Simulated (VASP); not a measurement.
# BeS (F-43m) in VASP: notebook

BeS is run at these levels: r2SCAN; tasks: single point, relaxation of cell and atoms.

Everything below comes from runs of VASP 6.6.1. Logs are shortened: lines on timing, memory, paths and dates and some standing lists are left out, and cuts for length are marked.

### 1 The cell of the first run

The structure is cubic, space group F-43m (No. 216). The conventional cell has a = 4.868 Å, b = 4.868 Å, c = 4.868 Å, α = 90.00°, β = 90.00°, γ = 90.00°. Within 2.8 Å of Be (site symmetry -43m) lie 4 S at 2.11 Å. Within 2.8 Å of S (site symmetry -43m) lie 4 Be at 2.11 Å.

### 2 Single point, r2SCAN

Input file POSCAR:

```
BeS
1.0
    0.0000000000      2.4341052400      2.4341052400
    2.4341052400      0.0000000000      2.4341052400
    2.4341052400      2.4341052400      0.0000000000
Be S
1 1
Direct
    0.0000000000      0.0000000000      0.0000000000
    0.2500000000      0.2500000000      0.2500000000
```

Input file INCAR.step1:

```
  PREC = Accurate
  ENCUT = 520
  ISMEAR = -1
  SIGMA = 0.02
  LREAL = F
  LASPH = T
  NELM = 60
  NBANDS = 11
  GGA = PE
  ALGO = Normal
  EDIFF = 1E-4
  LWAVE = T
  LCHARG = F
```

Input file INCAR.step2:

```
  PREC = Accurate
  ENCUT = 520
  EDIFF = 1E-6
  ISMEAR = -1
  SIGMA = 0.02
  LREAL = F
  LASPH = T
  NELM = 60
  ALGO = Normal
  ISIF = 2
  LWAVE = F
  LCHARG = F
  METAGGA = R2SCAN
  LMIXTAU = T
  NBANDS = 11
  ISTART = 1
```

Input file KPOINTS:

```
Automatic mesh
0
Gamma
  10 10 10
```

Potentials or basis: VASP PAW PBE potentials, release 64 (Be, S).

Command:

```bash
cat potpaw_PBE.64/Be/POTCAR potpaw_PBE.64/S/POTCAR > POTCAR
cp INCAR.step1 INCAR
mpirun -np 1 vasp_std > vasp.out
cp INCAR.step2 INCAR
mpirun -np 1 vasp_std > vasp.out
```

OUTCAR:

```text
PREC = Accurate
   ENCUT = 520
   EDIFF = 1E-6
   ISMEAR = -1
   LREAL = F
   LASPH = T
   NELM = 60
   ISIF = 2
   METAGGA = R2SCAN
   ISTART = 1

 ion  position               nearest neighbor table
   1  0.000  0.000  0.000-   2 2.11   2 2.11   2 2.11   2 2.11
   2  0.250  0.250  0.250-   1 2.11   1 2.11   1 2.11   1 2.11

  LATTYP: Found a face centered cubic cell.
 ALAT       =     4.8682104800

  Lattice vectors:

 A1 = (   0.0000000000,   2.4341052400,   2.4341052400)
 A2 = (   2.4341052400,   0.0000000000,   2.4341052400)
 A3 = (   2.4341052400,   2.4341052400,   0.0000000000)

Analysis of symmetry for initial positions (statically):
=====================================================================
 Subroutine PRICEL returns:
 Original cell was already a primitive cell.

 Routine SETGRP: Setting up the symmetry group for a
 face centered cubic supercell.

 Subroutine GETGRP returns: Found 24 space group operations
 (whereof 24 operations were pure point group operations)
 out of a pool of 48 trial point group operations.

The static configuration has the point symmetry T_d .

Analysis of symmetry for dynamics (positions and initial velocities):
=====================================================================
 Subroutine PRICEL returns:
 Original cell was already a primitive cell.

 Routine SETGRP: Setting up the symmetry group for a
 face centered cubic supercell.

 Subroutine GETGRP returns: Found 24 space group operations
 (whereof 24 operations were pure point group operations)
 out of a pool of 48 trial point group operations.

The dynamic configuration has the point symmetry T_d .

 Subroutine INISYM returns: Found 24 space group operations
 (whereof 24 operations are pure point group operations),
 and found     1 'primitive' translations

----------------------------------------------------------------------------------------

                                     Primitive cell

  volume of cell :      28.8435

  direct lattice vectors                    reciprocal lattice vectors
     0.000000000  2.434105240  2.434105240    -0.205414290  0.205414290  0.205414290
     2.434105240  0.000000000  2.434105240     0.205414290 -0.205414290  0.205414290
     2.434105240  2.434105240  0.000000000     0.205414290  0.205414290 -0.205414290

  length of vectors
     3.442344643  3.442344643  3.442344643     0.355787987  0.355787987  0.355787987

  position of ions in fractional coordinates (direct lattice)
     0.000000000  0.000000000  0.000000000
     0.250000000  0.250000000  0.250000000

  ion indices of the primitive-cell ions
   primitive index   ion index
                 1           1
                 2           2

----------------------------------------------------------------------------------------

 KPOINTS: Automatic mesh

Automatic generation of k-mesh.
 Grid dimensions read from file:
 generate k-points for:   10   10   10

 Generating k-lattice:

  Cartesian coordinates                     Fractional coordinates (reciprocal lattice)
    -0.020541429  0.020541429  0.020541429     0.100000000  0.000000000  0.000000000
     0.020541429 -0.020541429  0.020541429     0.000000000  0.100000000  0.000000000
     0.020541429  0.020541429 -0.020541429     0.000000000  0.000000000  0.100000000

  Length of vectors
     0.035578799  0.035578799  0.035578799

  Shift w.r.t. Gamma in fractional coordinates (k-lattice)
     0.000000000  0.000000000  0.000000000

 Subroutine IBZKPT returns following result:
 ===========================================

 Found     47 irreducible k-points:

 Following reciprocal coordinates:
            Coordinates               Weight
  0.000000  0.000000  0.000000      1.000000
  0.100000  0.000000  0.000000      8.000000
  0.200000  0.000000  0.000000      8.000000
  0.300000  0.000000  0.000000      8.000000
  0.400000  0.000000  0.000000      8.000000
  0.500000  0.000000  0.000000      4.000000
[... 16 lines left out ...]
  0.300000  0.300000  0.000000      6.000000
  0.400000  0.300000  0.000000     24.000000
 [... further k-points ...]
   k-points           NKPTS =     47   k-points in BZ     NKDIM =     47   number of bands    NBANDS=     11
   number of dos      NEDOS =    301   number of ions     NIONS =      2
   total plane-waves  NPLWV =  21952
   dimension x,y,z NGX =    28 NGY =   28 NGZ =   28
   dimension x,y,z NGXF=    56 NGYF=   56 NGZF=   56
   ions per type =               1   1
   NGX,Y,Z   is equivalent  to a cutoff of  13.52, 13.52, 13.52 a.u.
   NGXF,Y,Z  is equivalent  to a cutoff of  27.04, 27.04, 27.04 a.u.
 SYSTEM =  unknown system
   PREC   = accura    normal or accurate (medium, high low for compatibility)
   ISTART =      1    job   : 0-new  1-cont  2-samecut
   ICHARG =      0    charge: 1-file 2-atom 10-const
   ISPIN  =      1    spin polarized calculation?
   LNONCOLLINEAR =      F non collinear calculations
   LSORBIT =      F    spin-orbit coupling
   LASPH  =      T    aspherical Exc in radial PAW
   ENCUT  =  520.0 eV  38.22 Ry    6.18 a.u.   6.40  6.40  6.40*2*pi/ulx,y,z
   NELM   =     60;   NELMIN=  2; NELMDL=  0     # of ELM steps
   EDIFF  = 0.1E-05   stopping-criterion for ELM
   LREAL  =      F    real-space projection
   EDIFFG = 0.1E-04   stopping-criterion for IOM
   NSW    =      0    number of steps for IOM
   IBRION =     -1    ionic relax: 0-MD 1-quasi-New 2-CG
   NFREE  =      0    steps in history (QN), initial steepest desc. (CG)
   ISIF   =      2    stress and relaxation
   ISYM   =      2    0-nonsym 1-usesym 2-fastsym
   POTIM  = 0.5000    time-step for ionic-motion
   TEBEG  =    0.0;   TEEND  =   0.0 temperature during run
   PSTRESS=    0.0 pullay stress
   NELECT =       8.0000    total number of electrons
   NUPDOWN=      -1.0000    fix difference up-down
   EMIN   =  10.00;   EMAX   =-10.00  energy-range for DOS
   EFERMI =   0.00;   METHOD = LEGACY
   ISMEAR =    -1;   SIGMA  =   0.02  broadening in eV -4-tet -1-fermi 0-gaus
   EFERMI_NEDOS =   21; number of points for ismear=-14 and -15
   IALGO  =     38    algorithm
   IMIX   =      4    mixing-type and parameters
     AMIX     =   0.40;   BMIX     =  1.00
     AMIX_MAG =   1.60;   BMIX_MAG =  1.00
  volume/ion in A,a.u.               =      14.42        97.32
  Fermi-wavevector in a.u.,A,eV,Ry     =   1.067633  2.017535 15.508479  1.139841
  Thomas-Fermi vector in A             =   2.203256
   LORBIT       =      0    0 simple, 1 ext, 2 COOP (PROOUT), +10 PAW based schemes
   METAGGA = R2SCAN    functional components
   LHFCALC =     F    Hartree Fock is set to
   AEXX    =    0.0000 exact exchange contribution
   IVDW    =     0    specifies the selected vdW correction
   LEPSILON=     F    determine dielectric tensor
   LRPA    =     F    only Hartree local field effects (RPA)
 non-spin polarized calculation
  energy-cutoff  :      520.00
  volume of cell :       28.84
 maximum number of plane-waves:       794
 NGX is ok and might be reduce to    28
   NGX = 13   NGY = 13   NGZ = 13

 number of electron       7.9999999 magnetization

 Free energy of the ion-electron system (eV)
  ---------------------------------------------------
  ext. energy  EPLUGINS =         0.00000000
  ---------------------------------------------------
  free energy    TOTEN  =       -14.78665182 eV

  energy without entropy =      -14.78665182  energy(sigma->0) =      -14.78665182

 E-fermi :   4.2830     XC(G=0): -10.1346

 val. band max:        3.8510239614   @ k =   0.0000   0.0000   0.0000
 cond. band min:       7.4489580591   @ k =   0.5000   0.5000   0.0000
 fundamental gap:      3.5979340977
 Fermi energy:         4.2829520739

 k-point     1 :       0.0000    0.0000    0.0000
  band No.  band energies     occupation
      1     -10.3678      2.00000
      2       3.8510      2.00000
      3       3.8510      2.00000
      4       3.8510      2.00000
      5      10.1149      0.00000
      6      10.1149      0.00000
      7      10.1149      0.00000
      8      10.4380      0.00000
      9      17.2533      0.00000
     10      17.2533      0.00000
     11      19.6650      0.00000

 k-point     2 :       0.1000    0.0000    0.0000
  band No.  band energies     occupation
      1     -10.2502      2.00000
      2       3.0326      2.00000
      3       3.7195      2.00000
      4       3.7195      2.00000
      5      10.0931      0.00000
      6      10.3612      0.00000
      7      10.3612      0.00000
      8      11.2906      0.00000
      9      16.7556      0.00000
     10      16.7556      0.00000
     11      19.6039      0.00000

 k-point     3 :       0.2000    0.0000    0.0000
  band No.  band energies     occupation
      1      -9.9151      2.00000
      2       1.3724      2.00000
      3       3.4174      2.00000
      4       3.4174      2.00000
      5      10.0442      0.00000
      6      10.8568      0.00000
      7      10.8568      0.00000
      8      13.0001      0.00000
      9      16.2675      0.00000
     10      16.2675      0.00000
     11      19.2307      0.00000

 k-point     4 :       0.3000    0.0000    0.0000
  band No.  band energies     occupation
      1      -9.4278      2.00000
      2      -0.2958      2.00000
      3       3.1046      2.00000
      4       3.1046      2.00000
      5       9.9826      0.00000
      6      11.1114      0.00000
      7      11.1114      0.00000
      8      14.6193      0.00000
      9      16.7502      0.00000
     10      16.7502      0.00000
     11      18.9758      0.00000
[... 239 lines left out ...]
 k-point    22 :      -0.2000    0.2000    0.0000
  band No.  band energies     occupation
      1      -9.2627      2.00000
      2       0.0513      2.00000
      3       1.4918      2.00000
      4       3.1629      2.00000
      5      10.7637      0.00000
      6      11.5695      0.00000
      7      11.8842      0.00000
      8      13.2615      0.00000
      9      15.0534      0.00000
     10      19.2868      0.00000
     11      20.2892      0.00000

 k-point    23 :       0.3000    0.3000    0.0000
  band No.  band energies     occupation
      1      -9.1134      2.00000
      2       0.3620      2.00000
      3       1.8685      2.00000
      4       1.8685      2.00000
      5       8.4735      0.00000
      6      10.3392      0.00000
      7      14.2868      0.00000
      8      14.2868      0.00000
      9      16.9530      0.00000
     10      19.1580      0.00000
     11      22.3966      0.00000

 k-point    24 :       0.4000    0.3000    0.0000
  band No.  band energies     occupation
      1      -8.7309      2.00000
      2      -0.3917      2.00000
      3       1.3796      2.00000
      4       1.6403      2.00000
      5       8.4356      0.00000
      6      10.2110      0.00000
      7      14.7825      0.00000
      8      14.9005      0.00000
      9      18.5732      0.00000
     10      19.9198      0.00000
     11      21.7330      0.00000

 [... further k-points ...]

------------------------ aborting loop because EDIFF is reached ----------------------------------------

  FORCE on cell =-STRESS in cart. coord.  units (eV):
  Direction    XX          YY          ZZ          XY          YZ          ZX
  --------------------------------------------------------------------------------------
  -------------------------------------------------------------------------------------
  Total        0.0529980      0.0529980      0.0529980      0.0000000      0.0000000      0.0000000
  in kB        2.9438915      2.9438915      2.9438915      0.0000000      0.0000000      0.0000000
  external PRESSURE =       2.9438915 kB  Pullay stress =       0.0000000 kB

 VOLUME and BASIS-vectors are now :
 -----------------------------------------------------------------------------
  energy-cutoff  :      520.00
  volume of cell :       28.84
      direct lattice vectors                 reciprocal lattice vectors
     0.000000000  2.434105240  2.434105240    -0.205414290  0.205414290  0.205414290
     2.434105240  0.000000000  2.434105240     0.205414290 -0.205414290  0.205414290
     2.434105240  2.434105240  0.000000000     0.205414290  0.205414290 -0.205414290

 POSITION                                       TOTAL-FORCE (eV/Angst)
 -----------------------------------------------------------------------------------
      0.00000      0.00000      0.00000        -0.000000      0.000000      0.000000
      1.21705      1.21705      1.21705         0.000000     -0.000000     -0.000000
 -----------------------------------------------------------------------------------
    total drift:                                0.000000      0.000000      0.000000

  FREE ENERGIE OF THE ION-ELECTRON SYSTEM (eV)
  ---------------------------------------------------
  free  energy   TOTEN  =       -14.7866518179 eV

  energy  without entropy=      -14.7866518179  energy(sigma->0) =      -14.78665182
```

Run time: 91 s. Hardware: 1 thread of Intel Xeon Platinum 8259CL at 2.50GHz (Skylake/Cascade Lake), shared host; peak memory 0.16 GiB.

Results:

| Property | Result |
| --- | --- |
| Free energy | -14.7867 eV |
| Pressure | 0.3 GPa |
| Band gap on the k mesh | 3.60 eV, indirect (least direct gap 6.26 eV) |

Caveat: the PAW data sets were made with another functional, which shifts forces and pressure a little.

### 3 Single point, r2SCAN

This run uses another cell than the first one, of 14.71 Å³/atom, 1.020 times its volume.

Input file POSCAR:

```
BeS
1.0
    0.0000000000      2.4502256100      2.4502256100
    2.4502256100      0.0000000000      2.4502256100
    2.4502256100      2.4502256100      0.0000000000
Be S
1 1
Direct
    0.0000000000      0.0000000000      0.0000000000
    0.2500000000      0.2500000000      0.2500000000
```

Input file INCAR.step1:

```
ALGO     = Normal         # electronic algorithm
EDIFF    = 1E-4           # SCF threshold, eV
ENCUT    = 520            # plane-wave cutoff, eV
GGA      = PE             # functional
ISMEAR   = -1             # smearing method
LASPH    = T              # aspherical terms in the spheres
LCHARG   = F              # write CHGCAR
LREAL    = F              # projectors in reciprocal space
LWAVE    = T              # write WAVECAR
NBANDS   = 11             # bands
NELM     = 100            # most SCF steps
PREC     = Accurate       # precision mode
SIGMA    = 0.02           # smearing width, eV
```

Input file INCAR.step2:

```
ALGO     = Normal         # electronic algorithm
EDIFF    = 1E-7           # SCF threshold, eV
ENCUT    = 520            # plane-wave cutoff, eV
ISIF     = 2              # what is computed and relaxed
ISMEAR   = -1             # smearing method
ISTART   = 1            
LASPH    = T              # aspherical terms in the spheres
LCHARG   = F              # write CHGCAR
LMIXTAU  = T            
LREAL    = F              # projectors in reciprocal space
LWAVE    = F              # write WAVECAR
METAGGA  = R2SCAN         # meta-GGA
NBANDS   = 11             # bands
NELM     = 100            # most SCF steps
PREC     = Accurate       # precision mode
SIGMA    = 0.02           # smearing width, eV
```

Input file KPOINTS:

```
k-points
0
Gamma
  10 10 10
```

Potentials or basis: VASP PAW PBE potentials, release 64 (Be, S).

Command:

```bash
cat potpaw_PBE.64/Be/POTCAR potpaw_PBE.64/S/POTCAR > POTCAR
cp INCAR.step1 INCAR
mpirun -np 1 vasp_std > vasp.out
cp INCAR.step2 INCAR
mpirun -np 1 vasp_std > vasp.out
```

It took 75 s on 1 thread of Intel Xeon Platinum 8259CL at 2.50GHz (Skylake/Cascade Lake), shared host; peak memory 0.16 GiB.

It converged, with:

```yaml
Free_energy: -14.7844 eV
Pressure: -1.6 GPa
Band_gap_on_the_k_mesh: 3.64 eV, indirect (least direct gap 6.25 eV)
```

Levels at points of the mesh, in eV from the valence-band top:
```tsv
k point	band 2	band 3	band 4	band 5	band 6	band 7
(0.00, 0.00, 0.00)	0.00	0.00	0.00	6.27	6.27	6.27
(0.50, 0.00, 0.00)	-5.76	-1.01	-1.01	5.99	7.15	7.15
(0.50, 0.50, 0.00)	-5.03	-2.60	-2.60	3.64	5.41	13.61
```

Caveat: the PAW data sets were made with another functional, which shifts forces and pressure a little. A k mesh can miss the band edges.

(Continued in part 2 of 2.)
